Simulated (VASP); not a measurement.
# ZrH (P4_2/mmc) in VASP: a series of runs

Runs on ZrH. Level: PBEsol. Tasks: electric field gradients.

All numbers are computed with VASP 6.6.1; they aren't measurements. Logs are shortened: lines on timing, memory, paths and dates and some standing lists are left out, and cuts for length are marked.

## 1. The cell of the first run

The structure is tetragonal, space group P4_2/mmc (No. 131). Conventional cell: a = 3.177 Å, b = 3.177 Å, c = 4.847 Å, α = 90.00°, β = 90.00°, γ = 90.00°. Zr (site symmetry mmm) has 4 H at 2.00 Å within 2.6 Å. Within 2.6 Å of H (site symmetry -4m2) lie 4 Zr at 2.00 Å and 2 H at 2.42 Å.

## 2. Electric field gradients, PBEsol (12.23 Å³/atom)

Input file INCAR:

```
PREC = Accurate ; ENCUT = 520
EDIFF = 1E-8 ; ISMEAR = -1
SIGMA = 0.02 ; LREAL = False
LASPH = True ; NELM = 100
ALGO = Normal ; ISIF = 2
LWAVE = False ; LCHARG = False
GGA = PS ; LEFG = True
NBANDS = 21
```

Input file KPOINTS:

```
regular mesh
0
Gamma
  9 9 6
```

Input file POSCAR:

```
ZrH
1.0
    3.1765937013      0.0000000000      0.0000000000
    0.0000000000      3.1765937013      0.0000000000
    0.0000000000      0.0000000000      4.8469920659
Zr H
2 2
Direct
    0.0000000000      0.5000000000      0.0000000000
    0.5000000000      0.0000000000      0.5000000000
    0.0000000000      0.0000000000      0.7500000000
    0.0000000000      0.0000000000      0.2500000000
```

Potentials or basis: VASP PAW PBE potentials, release 64 (Zr_sv, H).

Command:

```bash
$ cat potpaw_PBE.64/Zr_sv/POTCAR potpaw_PBE.64/H/POTCAR > POTCAR
$ mpirun -np 1 vasp_std > vasp.out
```

OUTCAR:

```text
PREC = Accurate
   ENCUT = 520
   EDIFF = 1E-8
   ISMEAR = -1
   LREAL = False
   LASPH = True
   NELM = 100
   ISIF = 2
   GGA = PS

 ion  position               nearest neighbor table
   1  0.000  0.500  0.000-   3 2.00   4 2.00   3 2.00   4 2.00   2 3.30   2 3.30   2 3.30   2 3.30
                             2 3.30   2 3.30   2 3.30   2 3.30
   2  0.500  0.000  0.500-   3 2.00   4 2.00   3 2.00   4 2.00   1 3.30   1 3.30   1 3.30   1 3.30
                             1 3.30   1 3.30   1 3.30   1 3.30
   3  0.000  0.000  0.750-   1 2.00   2 2.00   1 2.00   2 2.00
   4  0.000  0.000  0.250-   1 2.00   2 2.00   1 2.00   2 2.00

  LATTYP: Found a simple tetragonal cell.
 ALAT       =     3.1765937013
 C/A-ratio  =     1.5258457712

  Lattice vectors:

 A1 = (   3.1765937013,   0.0000000000,   0.0000000000)
 A2 = (   0.0000000000,   3.1765937013,   0.0000000000)
 A3 = (   0.0000000000,   0.0000000000,   4.8469920659)

Analysis of symmetry for initial positions (statically):
=====================================================================
 Subroutine PRICEL returns:
 Original cell was already a primitive cell.

 Routine SETGRP: Setting up the symmetry group for a
 simple tetragonal supercell.

 Subroutine GETGRP returns: Found 16 space group operations
 (whereof  8 operations were pure point group operations)
 out of a pool of 16 trial point group operations.

The static configuration has the point symmetry D_2h.
 The point group associated with its full space group is D_4h.

Analysis of symmetry for dynamics (positions and initial velocities):
=====================================================================
 Subroutine PRICEL returns:
 Original cell was already a primitive cell.

 Routine SETGRP: Setting up the symmetry group for a
 simple tetragonal supercell.

 Subroutine GETGRP returns: Found 16 space group operations
 (whereof  8 operations were pure point group operations)
 out of a pool of 16 trial point group operations.

The dynamic configuration has the point symmetry D_2h.
 The point group associated with its full space group is D_4h.

 Subroutine INISYM returns: Found 16 space group operations
 (whereof  8 operations are pure point group operations),
 and found     1 'primitive' translations

----------------------------------------------------------------------------------------

                                     Primitive cell

  volume of cell :      48.9098

  direct lattice vectors                    reciprocal lattice vectors
     3.176593701  0.000000000  0.000000000     0.314802614  0.000000000  0.000000000
     0.000000000  3.176593701  0.000000000     0.000000000  0.314802614  0.000000000
     0.000000000  0.000000000  4.846992066     0.000000000  0.000000000  0.206313521

  length of vectors
     3.176593701  3.176593701  4.846992066     0.314802614  0.314802614  0.206313521

  position of ions in fractional coordinates (direct lattice)
     0.000000000  0.500000000  0.000000000
     0.500000000  0.000000000  0.500000000
     0.000000000  0.000000000  0.750000000
     0.000000000  0.000000000  0.250000000

  ion indices of the primitive-cell ions
   primitive index   ion index
                 1           1
                 2           2
                 3           3
                 4           4

----------------------------------------------------------------------------------------

 KPOINTS: regular mesh

Automatic generation of k-mesh.
 Grid dimensions read from file:
 generate k-points for:    9    9    6

 Generating k-lattice:

  Cartesian coordinates                     Fractional coordinates (reciprocal lattice)
     0.034978068  0.000000000  0.000000000     0.111111111  0.000000000  0.000000000
     0.000000000  0.034978068  0.000000000     0.000000000  0.111111111  0.000000000
[... 45 lines left out ...]
   ions per type =               2   2
   NGX,Y,Z   is equivalent  to a cutoff of  12.56, 12.56, 12.35 a.u.
   NGXF,Y,Z  is equivalent  to a cutoff of  25.12, 25.12, 24.70 a.u.
 SYSTEM =  unknown system
   PREC   = accura    normal or accurate (medium, high low for compatibility)
   ISTART =      0    job   : 0-new  1-cont  2-samecut
   ICHARG =      2    charge: 1-file 2-atom 10-const
   ISPIN  =      1    spin polarized calculation?
   LNONCOLLINEAR =      F non collinear calculations
   LSORBIT =      F    spin-orbit coupling
   LASPH  =      T    aspherical Exc in radial PAW
   ENCUT  =  520.0 eV  38.22 Ry    6.18 a.u.   5.91  5.91  9.01*2*pi/ulx,y,z
   NELM   =    100;   NELMIN=  2; NELMDL= -5     # of ELM steps
   EDIFF  = 0.1E-07   stopping-criterion for ELM
   LREAL  =      F    real-space projection
   EDIFFG = 0.1E-06   stopping-criterion for IOM
   NSW    =      0    number of steps for IOM
   IBRION =     -1    ionic relax: 0-MD 1-quasi-New 2-CG
   NFREE  =      0    steps in history (QN), initial steepest desc. (CG)
   ISIF   =      2    stress and relaxation
   ISYM   =      2    0-nonsym 1-usesym 2-fastsym
   POTIM  = 0.5000    time-step for ionic-motion
   TEBEG  =    0.0;   TEEND  =   0.0 temperature during run
   PSTRESS=    0.0 pullay stress
   NELECT =      26.0000    total number of electrons
   NUPDOWN=      -1.0000    fix difference up-down
   EMIN   =  10.00;   EMAX   =-10.00  energy-range for DOS
   EFERMI =   0.00;   METHOD = LEGACY
   ISMEAR =    -1;   SIGMA  =   0.02  broadening in eV -4-tet -1-fermi 0-gaus
   EFERMI_NEDOS =   21; number of points for ismear=-14 and -15
   IALGO  =     38    algorithm
   IMIX   =      4    mixing-type and parameters
     AMIX     =   0.40;   BMIX     =  1.00
     AMIX_MAG =   1.60;   BMIX_MAG =  1.00
  volume/ion in A,a.u.               =      12.23        82.51
  Fermi-wavevector in a.u.,A,eV,Ry     =   1.326175  2.506107 23.929100  1.758739
  Thomas-Fermi vector in A             =   2.455581
   LORBIT       =      0    0 simple, 1 ext, 2 COOP (PROOUT), +10 PAW based schemes
   GGA     = PS    functional components
   LHFCALC =     F    Hartree Fock is set to
   AEXX    =    0.0000 exact exchange contribution
   IVDW    =     0    specifies the selected vdW correction
   LEPSILON=     F    determine dielectric tensor
   LRPA    =     F    only Hartree local field effects (RPA)
 non-spin polarized calculation
  energy-cutoff  :      520.00
  volume of cell :       48.91
 maximum number of plane-waves:      1332
 NGX is ok and might be reduce to    24
   NGX = 11   NGY = 11   NGZ = 19

 number of electron      25.9999997 magnetization

 Free energy of the ion-electron system (eV)
  ---------------------------------------------------
  ext. energy  EPLUGINS =         0.00000000
  ---------------------------------------------------
  free energy    TOTEN  =       -26.61458657 eV

  energy without entropy =      -26.61155774  energy(sigma->0) =      -26.61307216

 E-fermi :   8.7558     XC(G=0): -11.4430

 val. band max:        8.7276970960   @ k =   0.1111   0.0000   0.5000
 cond. band min:       8.7643411912   @ k =   0.2222   0.0000   0.1667
 fundamental gap:      0.0366440952
 Fermi energy:         8.7558013168

 k-point     1 :       0.0000    0.0000    0.0000
  band No.  band energies     occupation
      1     -39.9043      2.00000
      2     -39.7621      2.00000
      3     -18.4030      2.00000
      4     -17.7871      2.00000
      5     -17.7871      2.00000
      6     -17.5326      2.00000
[... 565 lines left out ...]
     20      14.8507      0.00000
     21      16.6559      0.00000

 [... further k-points ...]

------------------------ aborting loop because EDIFF is reached ----------------------------------------

  FORCE on cell =-STRESS in cart. coord.  units (eV):
  Direction    XX          YY          ZZ          XY          YZ          ZX
  --------------------------------------------------------------------------------------
  -------------------------------------------------------------------------------------
  Total        1.3658308      1.3658308      2.1399748      0.0000000      0.0000000      0.0000000
  in kB       44.7416322     44.7416322     70.1009002      0.0000000      0.0000000      0.0000000
  external PRESSURE =      53.1947216 kB  Pullay stress =       0.0000000 kB

 VOLUME and BASIS-vectors are now :
 -----------------------------------------------------------------------------
  energy-cutoff  :      520.00
  volume of cell :       48.91
      direct lattice vectors                 reciprocal lattice vectors
     3.176593701  0.000000000  0.000000000     0.314802614  0.000000000  0.000000000
     0.000000000  3.176593701  0.000000000     0.000000000  0.314802614  0.000000000
     0.000000000  0.000000000  4.846992066     0.000000000  0.000000000  0.206313521

 POSITION                                       TOTAL-FORCE (eV/Angst)
 -----------------------------------------------------------------------------------
      0.00000      1.58830      0.00000         0.000000      0.000000     -0.000000
      1.58830      0.00000      2.42350         0.000000      0.000000     -0.000000
      0.00000      0.00000      3.63524         0.000000      0.000000      0.000000
      0.00000      0.00000      1.21175         0.000000      0.000000      0.000000
 -----------------------------------------------------------------------------------
    total drift:                                0.000000      0.000000     -0.000000

  FREE ENERGIE OF THE ION-ELECTRON SYSTEM (eV)
  ---------------------------------------------------
  free  energy   TOTEN  =       -26.6145865709 eV

  energy  without entropy=      -26.6115577418  energy(sigma->0) =      -26.61307216

 Electric field gradients (V/A^2)
---------------------------------------------------------------------
 ion       V_xx      V_yy      V_zz      V_xy      V_xz      V_yz
---------------------------------------------------------------------
   1      96.286   -56.385   -39.901    -0.000     0.000    -0.000
   2     -56.385    96.286   -39.901     0.000     0.000    -0.000
   3      -0.452    -0.452     0.905    -0.000     0.000     0.000
   4      -0.452    -0.452     0.905    -0.000     0.000    -0.000
---------------------------------------------------------------------

 Electric field gradients after diagonalization (V/A^2)
 (convention: |V_zz| > |V_xx| > |V_yy|)
----------------------------------------------------------------------
 ion       V_xx      V_yy      V_zz     asymmetry (V_yy - V_xx)/ V_zz
----------------------------------------------------------------------
   1     -56.385   -39.901    96.286       0.171
   2     -56.385   -39.901    96.286       0.171
   3      -0.452    -0.452     0.905       0.000
   4      -0.452    -0.452     0.905       0.000
----------------------------------------------------------------------

           NMR quadrupolar parameters

 Cq : quadrupolar parameter    Cq=e*Q*V_zz/h
 eta: asymmetry parameters     (V_yy - V_xx)/ V_zz
 Q  : nuclear electric quadrupole moment in mb (millibarn)
----------------------------------------------------------------------
 ion       Cq(MHz)       eta       Q (mb)
----------------------------------------------------------------------
   1       0.233       0.171       1.000
   2       0.233       0.171       1.000
   3       0.002       0.000       1.000
   4       0.002       0.000       1.000
----------------------------------------------------------------------
```

It took 36 s on 1 thread of AMD EPYC 9R14 (Zen 4), shared host; peak memory 0.15 GiB.

Results:

- Free energy: -26.6146 eV
- Pressure: 5.3 GPa
- Band gap on the k mesh: zero (bands 13 and 14 overlap by 1.09 eV)
- Largest electric field gradient by atom: Zr +96.3; H +0.9 V/Å²

Electric field gradients, principal values (V/Å²):
| atom | least | middle | greatest (by size) |
| --- | --- | --- | --- |
| 1 Zr | -39.901 | -56.385 | 96.286 |
| 2 Zr | -39.901 | -56.385 | 96.286 |
| 3 H | -0.452 | -0.452 | 0.905 |
| 4 H | -0.452 | -0.452 | 0.905 |

Caveat: the cell stands under pressure; without QUAD_EFG the Cq values of the log hold for a quadrupole moment of 1 mb, not for the nuclei; the PAW data sets were made with another functional, which shifts forces and pressure a little.

## 3. Electric field gradients, PBEsol (12.75 Å³/atom)

This run uses another cell than the first one, of 12.75 Å³/atom.

Input file INCAR:

```
  ALGO = Normal
  EDIFF = 1E-8
  ENCUT = 520
  GGA = PS
  ISIF = 2
  ISMEAR = -1
  LASPH = True
  LCHARG = False
  LEFG = True
  LREAL = False
  LWAVE = False
  NBANDS = 21
  NELM = 100
  PREC = Accurate
  SIGMA = 0.02
```

Input file KPOINTS:

```
k-points
0
Gamma
  9 9 6
```

Input file POSCAR:

```
ZrH
1.0
    3.2210273400      0.0000000000      0.0000000000
    0.0000000000      3.2210273400      0.0000000000
    0.0000000000      0.0000000000      4.9147909457
Zr H
2 2
Direct
    0.0000000000      0.5000000000      0.0000000000
    0.5000000000      0.0000000000      0.5000000000
    0.0000000000      0.0000000000      0.7500000000
    0.0000000000      0.0000000000      0.2500000000
```

Potentials or basis: VASP PAW PBE potentials, release 64 (Zr_sv, H).

Command:

```bash
$ cat potpaw_PBE.64/Zr_sv/POTCAR potpaw_PBE.64/H/POTCAR > POTCAR
$ mpirun -np 1 vasp_std > vasp.out
```

OUTCAR:

```text
EDIFF = 1E-8
   ENCUT = 520
   GGA = PS
   ISIF = 2
   ISMEAR = -1
   LASPH = True
   LREAL = False
   NELM = 100
   PREC = Accurate

 ion  position               nearest neighbor table
   1  0.000  0.500  0.000-   3 2.03   4 2.03   3 2.03   4 2.03   2 3.35   2 3.35   2 3.35   2 3.35
                             2 3.35   2 3.35   2 3.35   2 3.35
   2  0.500  0.000  0.500-   3 2.03   4 2.03   3 2.03   4 2.03   1 3.35   1 3.35   1 3.35   1 3.35
                             1 3.35   1 3.35   1 3.35   1 3.35
   3  0.000  0.000  0.750-   1 2.03   2 2.03   1 2.03   2 2.03
   4  0.000  0.000  0.250-   1 2.03   2 2.03   1 2.03   2 2.03

  LATTYP: Found a simple tetragonal cell.
 ALAT       =     3.2210273400
 C/A-ratio  =     1.5258457712

[... 808 lines left out ...]
---------------------------------------------------------------------
   1      83.726   -46.715   -37.011     0.000     0.000    -0.000
   2     -46.715    83.726   -37.011     0.000     0.000    -0.000
   3      -0.423    -0.423     0.846    -0.000    -0.000    -0.000
   4      -0.423    -0.423     0.846    -0.000    -0.000    -0.000
---------------------------------------------------------------------

 Electric field gradients after diagonalization (V/A^2)
 (convention: |V_zz| > |V_xx| > |V_yy|)
----------------------------------------------------------------------
 ion       V_xx      V_yy      V_zz     asymmetry (V_yy - V_xx)/ V_zz
----------------------------------------------------------------------
   1     -46.715   -37.011    83.726       0.116
   2     -46.715   -37.011    83.726       0.116
   3      -0.423    -0.423     0.846       0.000
   4      -0.423    -0.423     0.846       0.000
----------------------------------------------------------------------

           NMR quadrupolar parameters

 Cq : quadrupolar parameter    Cq=e*Q*V_zz/h
 eta: asymmetry parameters     (V_yy - V_xx)/ V_zz
 Q  : nuclear electric quadrupole moment in mb (millibarn)
----------------------------------------------------------------------
 ion       Cq(MHz)       eta       Q (mb)
----------------------------------------------------------------------
   1       0.202       0.116       1.000
   2       0.202       0.116       1.000
   3       0.002       0.000       1.000
   4       0.002       0.000       1.000
----------------------------------------------------------------------
```

OSZICAR:

```text
N       E                     dE             d eps       ncg     rms          rms(c)
DAV:   1     0.213487208749E+03    0.21349E+03   -0.13936E+04  2520   0.122E+03
DAV:   2    -0.117439089124E+02   -0.22523E+03   -0.22005E+03  2870   0.354E+02
DAV:   3    -0.283293185367E+02   -0.16585E+02   -0.16438E+02  4749   0.701E+01
DAV:   4    -0.287080431737E+02   -0.37872E+00   -0.37828E+00  3088   0.114E+01
DAV:   5    -0.287175048242E+02   -0.94617E-02   -0.94610E-02  3797   0.126E+00    0.208E+01
DAV:   6    -0.269574080398E+02    0.17601E+01   -0.24875E+00  2924   0.103E+01    0.807E+00
DAV:   7    -0.266389611340E+02    0.31845E+00   -0.13846E+00  3409   0.659E+00    0.114E+00
DAV:   8    -0.266489165568E+02   -0.99554E-02   -0.14164E-01  3328   0.208E+00    0.603E-01
DAV:   9    -0.266494633510E+02   -0.54679E-03   -0.61250E-03  3320   0.614E-01    0.105E-01
DAV:  10    -0.266491943162E+02    0.26903E-03   -0.30455E-04  3059   0.105E-01    0.531E-02
DAV:  11    -0.266491873983E+02    0.69178E-05   -0.40345E-05  3124   0.524E-02    0.660E-03
DAV:  12    -0.266491868784E+02    0.51994E-06   -0.36235E-06  3899   0.109E-02    0.245E-03
DAV:  13    -0.266491863870E+02    0.49133E-06   -0.17104E-07  3332   0.256E-03    0.214E-03
DAV:  14    -0.266491862800E+02    0.10700E-06   -0.32628E-08  2786   0.171E-03    0.229E-04
DAV:  15    -0.266491862784E+02    0.15984E-08   -0.12335E-09  1750   0.247E-04
   1 F= -.26649186E+02 E0= -.26647784E+02  d E =-.280405E-02
```

stdout:

```text
POSCAR found type information on POSCAR ZrH
 POSCAR found :  2 types and       4 ions
 scaLAPACK will be used
 -----------------------------------------------------------------------------
|                                                                             |
|                                                                             |
|     You enforced a specific xc type in the INCAR file but a different       |
|     I HOPE YOU KNOW WHAT YOU ARE DOING!                                     |
|                                                                             |
 -----------------------------------------------------------------------------

 LDA part: xc-table for (Slater+PW92), standard interpolation
 POSCAR, INCAR and KPOINTS ok, starting setup
 FFT: planning ... GRIDC
 FFT: planning ... GRID_SOFT
 FFT: planning ... GRID
 WAVECAR not read
 entering main loop
ion   1

ion   2

ion   3

ion   4
```

It took 36 s on 1 thread of AMD EPYC 9R14 (Zen 4), shared host; peak memory 0.16 GiB.

What came out:

* Free energy: -26.6492 eV
* Pressure: -0.2 GPa
* Band gap on the k mesh: zero (bands 13 and 14 overlap by 1.05 eV)
* Largest electric field gradient by atom: Zr +83.7; H +0.8 V/Å²

Electric field gradients, principal values (V/Å²):
| atom | least | middle | greatest (by size) |
| --- | --- | --- | --- |
| 1 Zr | -37.011 | -46.715 | 83.726 |
| 2 Zr | -37.011 | -46.715 | 83.726 |
| 3 H | -0.423 | -0.423 | 0.846 |
| 4 H | -0.423 | -0.423 | 0.846 |

Caveat: without QUAD_EFG the Cq values of the log hold for a quadrupole moment of 1 mb, not for the nuclei; the PAW data sets were made with another functional, which shifts forces and pressure a little.

The gap in the log of VASP goes by the Fermi energy; the results here count the filled bands.